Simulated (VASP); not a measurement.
# MgO (P-6m2) in VASP: notebook, part 2 of 2

VASP 6.6.1. The steps go on from the part before.

### 3 Single point, LDA (strain +0.030 along x and y, -0.015 along z)

INCAR

```
SYSTEM = MgO
PREC     = Accurate       ! precision mode
ENCUT    = 750            ! plane-wave cutoff, eV
EDIFF    = 1E-6           ! SCF threshold, eV
ISMEAR   = 0              ! smearing method
SIGMA    = 0.05           ! smearing width, eV
LREAL    = .False.        ! projectors in reciprocal space
LASPH    = .True.         ! aspherical terms in the spheres
NELM     = 120            ! most SCF steps
ALGO     = Normal         ! electronic algorithm
ISIF     = 2              ! what is computed and relaxed
LWAVE    = .False.        ! write WAVECAR
LCHARG   = .False.        ! write CHGCAR
NBANDS   = 15             ! bands
GGA_COMPAT= .False.
```

KPOINTS

```
regular mesh
0
Gamma
  9 9 8
  0 0 0
```

POSCAR

```
MgO
1.0
    3.0261615305      0.0000000000      0.0000000000
   -1.5130807653      2.6207327614      0.0000000000
    0.0000000000      0.0000000000      2.6394848000
Mg O
1 1
Direct
    0.0000000000      0.0000000000      0.0000000000
    0.3333333333      0.6666666667      0.5000000000
```

Potentials or basis: VASP PAW LDA potentials, release 64 (Mg_sv, O).

The run is started by

```console
> cat potpaw_LDA.64/Mg_sv/POTCAR potpaw_LDA.64/O/POTCAR > POTCAR
> mpirun -np 1 vasp_std > vasp.out
```

OUTCAR:

```text
SYSTEM = MgO
   PREC = Accurate
   ENCUT = 750
   EDIFF = 1E-6
   ISMEAR = 0
   LREAL = .False.
   LASPH = .True.
   NELM = 120
   ISIF = 2

 ion  position               nearest neighbor table
   1  0.000  0.000  0.000-
   2  0.333  0.667  0.500-

  LATTYP: Found a hexagonal cell.
 ALAT       =     3.0261615305
 C/A-ratio  =     0.8722220455

  Lattice vectors:

 A1 = (   3.0261615305,   0.0000000000,   0.0000000000)
 A2 = (  -1.5130807653,   2.6207327614,   0.0000000000)
 A3 = (   0.0000000000,   0.0000000000,   2.6394848000)

Analysis of symmetry for initial positions (statically):
=====================================================================
 Subroutine PRICEL returns:
 Original cell was already a primitive cell.

 Routine SETGRP: Setting up the symmetry group for a
 hexagonal supercell.

 Subroutine GETGRP returns: Found 12 space group operations
 (whereof 12 operations were pure point group operations)
 out of a pool of 24 trial point group operations.

The static configuration has the point symmetry D_3h.

Analysis of symmetry for dynamics (positions and initial velocities):
=====================================================================
 Subroutine PRICEL returns:
 Original cell was already a primitive cell.

 Routine SETGRP: Setting up the symmetry group for a
 hexagonal supercell.

 Subroutine GETGRP returns: Found 12 space group operations
 (whereof 12 operations were pure point group operations)
 out of a pool of 24 trial point group operations.

The dynamic configuration has the point symmetry D_3h.

 Subroutine INISYM returns: Found 12 space group operations
 (whereof 12 operations are pure point group operations),
 and found     1 'primitive' translations

----------------------------------------------------------------------------------------

                                     Primitive cell

  volume of cell :      20.9331

  direct lattice vectors                    reciprocal lattice vectors
     3.026161531  0.000000000  0.000000000     0.330451627  0.190786336  0.000000000
    -1.513080765  2.620732761  0.000000000     0.000000000  0.381572671  0.000000000
[... 120 lines left out ...]
 maximum number of plane-waves:      1020
 NGX is ok and might be reduce to    28
   NGX = 13   NGY = 13   NGZ = 11

 number of electron      16.0000002 magnetization

 Free energy of the ion-electron system (eV)
  ---------------------------------------------------
  ext. energy  EPLUGINS =         0.00000000
  ---------------------------------------------------
  free energy    TOTEN  =       -12.40517625 eV

  energy without entropy =      -12.40517625  energy(sigma->0) =      -12.40517625

 E-fermi :   3.1660     XC(G=0): -11.3205

 val. band max:        2.7190749983   @ k =   0.3333   0.3333   0.0000
 cond. band min:       5.0689590097   @ k =   0.0000   0.0000   0.0000
 fundamental gap:      2.3498840114
 Fermi energy:         3.1660020279

 k-point     1 :       0.0000    0.0000    0.0000
  band No.  band energies     occupation
      1     -70.0983      2.00000
      2     -37.5716      2.00000
      3     -37.5716      2.00000
      4     -37.5339      2.00000
      5     -14.5498      2.00000
      6       1.6039      2.00000
      7       1.6039      2.00000
      8       2.4026      2.00000
      9       5.0690      0.00000
     10      14.1512      0.00000
     11      16.7310      0.00000
     12      16.7310      0.00000
     13      21.2764      0.00000
     14      23.2305      0.00000
[... 401 lines left out ...]
      2     -37.6093      2.00000
      3     -37.6039      2.00000
      4     -37.5466      2.00000
      5     -13.3827      2.00000
      6      -1.1690      2.00000
      7      -1.0784      2.00000
      8       2.0512      2.00000
      9      10.3170      0.00000
     10      12.6672      0.00000
     11      14.5350      0.00000
     12      19.0640      0.00000
     13      20.0266      0.00000
     14      22.6679      0.00000
     15      26.2061      0.00000

 [... further k-points ...]

------------------------ aborting loop because EDIFF is reached ----------------------------------------

  FORCE on cell =-STRESS in cart. coord.  units (eV):
  Direction    XX          YY          ZZ          XY          YZ          ZX
  --------------------------------------------------------------------------------------
  -------------------------------------------------------------------------------------
  Total       -2.5838913     -2.5838913     -0.0432719      0.0000000      0.0000000      0.0000000
  in kB     -197.7656300   -197.7656300     -3.3119407      0.0000000      0.0000000      0.0000000
  external PRESSURE =    -132.9477336 kB  Pullay stress =       0.0000000 kB

 VOLUME and BASIS-vectors are now :
 -----------------------------------------------------------------------------
  energy-cutoff  :      750.00
  volume of cell :       20.93
      direct lattice vectors                 reciprocal lattice vectors
     3.026161531  0.000000000  0.000000000     0.330451627  0.190786336  0.000000000
    -1.513080765  2.620732761  0.000000000     0.000000000  0.381572671  0.000000000
     0.000000000  0.000000000  2.639484800     0.000000000  0.000000000  0.378861814

 POSITION                                       TOTAL-FORCE (eV/Angst)
 -----------------------------------------------------------------------------------
      0.00000      0.00000      0.00000         0.000000     -0.000000      0.000000
     -0.00000      1.74716      1.31974        -0.000000      0.000000      0.000000
 -----------------------------------------------------------------------------------
    total drift:                                0.000000     -0.000000     -0.000000

  FREE ENERGIE OF THE ION-ELECTRON SYSTEM (eV)
  ---------------------------------------------------
  free  energy   TOTEN  =       -12.4051762491 eV

  energy  without entropy=      -12.4051762491  energy(sigma->0) =      -12.40517625
```

OSZICAR:

```text
N       E                     dE             d eps       ncg     rms          rms(c)
DAV:   1     0.149278077885E+03    0.14928E+03   -0.12547E+04  1800   0.160E+03
DAV:   2    -0.860133282542E+01   -0.15788E+03   -0.14903E+03  2199   0.404E+02
DAV:   3    -0.141230161703E+02   -0.55217E+01   -0.54972E+01  2350   0.745E+01
DAV:   4    -0.142005258539E+02   -0.77510E-01   -0.77504E-01  2059   0.885E+00
DAV:   5    -0.142018175116E+02   -0.12917E-02   -0.12916E-02  2346   0.952E-01    0.868E+00
DAV:   6    -0.125069571172E+02    0.16949E+01   -0.25374E+00  1870   0.152E+01    0.302E+00
DAV:   7    -0.124460511898E+02    0.60906E-01   -0.14784E-01  2017   0.335E+00    0.174E+00
DAV:   8    -0.124062588590E+02    0.39792E-01   -0.65496E-02  2206   0.236E+00    0.367E-01
DAV:   9    -0.124051204258E+02    0.11384E-02   -0.43492E-03  2073   0.544E-01    0.103E-01
DAV:  10    -0.124052091765E+02   -0.88751E-04   -0.20304E-04  2164   0.212E-01    0.696E-02
DAV:  11    -0.124051764421E+02    0.32734E-04   -0.51217E-05  2073   0.899E-02    0.421E-03
DAV:  12    -0.124051762491E+02    0.19300E-06   -0.24004E-06  2241   0.196E-02
   1 F= -.12405176E+02 E0= -.12405176E+02  d E =-.175825E-38
```

stdout:

```text
POSCAR found type information on POSCAR MgO
 POSCAR found :  2 types and       2 ions
 scaLAPACK will be used
 LDA part: xc-table for (Slater(with rela. corr.)+CA(PZ))
 , standard interpolation
 POSCAR, INCAR and KPOINTS ok, starting setup
 FFT: planning ... GRIDC
 FFT: planning ... GRID_SOFT
 FFT: planning ... GRID
 WAVECAR not read
 entering main loop
```

It took 17 s on 1 thread of AMD EPYC 7R13 (Zen 3), shared host; peak memory 0.12 GiB.

Results:

* Free energy: -12.4052 eV
* Pressure: -13.3 GPa
* Band gap on the k mesh: 2.35 eV (least direct gap 2.67 eV)

Levels at points of the mesh, in eV from the valence-band top:
```tsv
k point	band 6	band 7	band 8	band 9	band 10	band 11
(0.00, 0.00, 0.00)	-1.12	-1.12	-0.32	2.35	11.43	14.01
(0.00, 0.00, 0.50)	-5.40	-0.52	-0.52	7.22	8.49	16.55
```

Caveat: the cell differs from its parent crystal (strain +0.030 along x and y, -0.015 along z); the cell stands under tension; an odd mesh through Γ misses points on the zone boundary, where band edges can lie.
